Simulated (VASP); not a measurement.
Set up this calculation in VASP 6.6.1, as the native input.

| Quantity | Value |
| --- | --- |
| Task | single point |
| Functional | r2SCAN |
| Dispersion | rVV10 |
| Potentials or basis | VASP PAW PBE potentials, release 64 (Pb_d, O) |
| Cutoff | 520 eV |
| k mesh | 4 × 4 × 4 |
| Occupations | gaussian, width 0.1 eV |
| Spin | no spin polarisation |
| Dipole correction | no |
| Further INCAR settings | ALGO = Normal; EDIFF = 1e-07; NBANDS = 28 |

PbO:

```
Pb O
1.0
     3.97440    0.00000    0.00000
     0.00000    3.97440    0.00000
     0.00000    0.00000    5.02190
Pb O
2 2
Direct
  0.00000 0.50000 0.23560
  0.50000 0.00000 0.76440
  0.00000 0.00000 0.00000
  0.50000 0.50000 0.00000
```

The input as run:

POSCAR

```
PbO
1.0
    3.9744000000      0.0000000000      0.0000000000
    0.0000000000      3.9744000000      0.0000000000
    0.0000000000      0.0000000000      5.0219000000
Pb O
2 2
Direct
    0.0000000000      0.5000000000      0.2356000000
    0.5000000000      0.0000000000      0.7644000000
    0.0000000000      0.0000000000      0.0000000000
    0.5000000000      0.5000000000      0.0000000000
```

INCAR.step1

```
  PREC = Accurate
  ENCUT = 520
  ISMEAR = 0
  SIGMA = 0.1
  LREAL = F
  LASPH = T
  NELM = 60
  NBANDS = 28
  GGA = PE
  ALGO = Normal
  EDIFF = 1E-4
  LWAVE = T
  LCHARG = F
```

INCAR.step2

```
  PREC = Accurate
  ENCUT = 520
  EDIFF = 1E-7
  ISMEAR = 0
  SIGMA = 0.1
  LREAL = F
  LASPH = T
  NELM = 60
  ALGO = Normal
  ISIF = 2
  LWAVE = F
  LCHARG = F
  METAGGA = R2SCAN
  LMIXTAU = T
  LUSE_VDW = T
  IVDW_NL = 2
  BPARAM = 11.95
  CPARAM = 0.0093
  NBANDS = 28
  ISTART = 1
```

KPOINTS

```
regular mesh
0
Gamma
  4 4 4
```

Potentials or basis: VASP PAW PBE potentials, release 64 (Pb_d, O).

Launch:

```bash
$ cat potpaw_PBE.64/Pb_d/POTCAR potpaw_PBE.64/O/POTCAR > POTCAR
$ cp INCAR.step1 INCAR
$ mpirun -np 1 vasp_std > vasp.out
$ cp INCAR.step2 INCAR
$ mpirun -np 1 vasp_std > vasp.out
```

Results of the run:

```yaml
Pressure: 0.9 GPa
Largest_force: 0.173 eV/Å
Band_gap_on_the_k_mesh: 1.50 eV (least direct gap 2.68 eV)
```

Caveat: the PAW data sets were made with another functional, which shifts forces and pressure a little; spin-orbit coupling is left out, which moves the levels of the heavy elements.

Run time: 3.2 min on 1 thread of Intel(R) Xeon(R) Platinum 8259CL CPU @ 2.50GHz (Skylake/Cascade Lake), with other jobs on the host, peak memory 0.34 GiB.
